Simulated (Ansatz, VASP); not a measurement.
CoO: VASP beside Ansatz

INCAR

```
ALGO     = Normal         # electronic algorithm
EDIFF    = 1E-7           # SCF threshold, eV
ENCUT    = 520            # plane-wave cutoff, eV
GGA      = CA             # functional
ISIF     = 2              # what is computed and relaxed
ISMEAR   = -1             # smearing method
ISPIN    = 2              # spin polarisation
LASPH    = True           # aspherical terms in the spheres
LCHARG   = False          # write CHGCAR
LMAXMIX  = 4              # l up to which the mixer works
LORBIT   = 11             # projections on sites
LREAL    = False          # projectors in reciprocal space
LWAVE    = False          # write WAVECAR
MAGMOM   = 2 0            # initial moments
NBANDS   = 18             # bands
NELM     = 150            # most SCF steps
PREC     = Accurate       # precision mode
SIGMA    = 0.05           # smearing width, eV
```

File KPOINTS:

```
k-points
0
Gamma
  12 12 12
```

Contents of POSCAR:

```
CoO
1.0
   -1.4978788897      1.4978788897      2.0931045106
    1.4978788897     -1.4978788897      2.0931045106
    1.4978788897      1.4978788897     -2.0931045106
Co O
1 1
Direct
    0.0000000000      0.0000000000      0.0000000000
    0.5000000000      0.5000000000      0.0000000000
```

File input.yaml:

```yaml
crystal:
  lattice:
    - [-1.4978788897, 1.4978788897, 2.0931045106]
    - [1.4978788897, -1.4978788897, 2.0931045106]
    - [1.4978788897, 1.4978788897, -2.0931045106]
  atoms:
    - { symbol: Co, position: [0.0, 0.0, 0.0], spin: 2.0 }
    - { symbol: O, position: [0.5, 0.5, 0.0] }
kpoints:
  mp_grid: { grid: [12, 12, 12] }
scf:
  occupations: { method: fermi_dirac, width: 0.05 }
hamiltonian:
  xc: lda
  pseudopotentials: { kind: all_electron, lapw: { basis_error: 0.001 } }
magnetization:
  spin_polarized: true
output:
  forces: true
  stress: true
  eigenvalues: true
```

Change from the starting cell: volume scaled by 0.98.

Alike in both runs: task single point; functional LDA; k mesh 12 × 12 × 12; occupations fermi-dirac, width 0.05 eV; collinear spin.

|  | VASP | Ansatz |
| --- | --- | --- |
| version | VASP 6.6.1 | Ansatz 0.2.0 |
| potentials or method | VASP PAW LDA potentials, release 64 (Co, O), cutoff 520 eV | all-electron LAPW, scalar-relativistic |

Ansatz gave:

```
gap on the k mesh at the Fermi level (eV)                     : none
pressure (GPa)                                                : -15.6
traceless stress, the component that is largest in VASP (GPa) : -0.23
net moment per atom (μB)                                      : 1.38
size of the moment on the site where the two differ most (μB) : 2.42
```

Task: What did VASP give for the same quantities?

Result: gap on the k mesh at the Fermi level (eV): none; pressure (GPa): -18.0; traceless stress, the component that is largest in VASP (GPa): -0.12; net moment per atom (μB): 1.27; size of the moment on the site where the two differ most (μB): 2.24.

The net moments are unlike, so the other rows may belong to different states. LDA's correlation is that of Perdew and Zunger in VASP and of Perdew and Wang (1992) in Ansatz. Site moments also hang on the region over which each program counts them. A gap of «none» marks a metal or a gap that the smearing closes. Ansatz ran all-electron here, and VASP with PAW potentials.
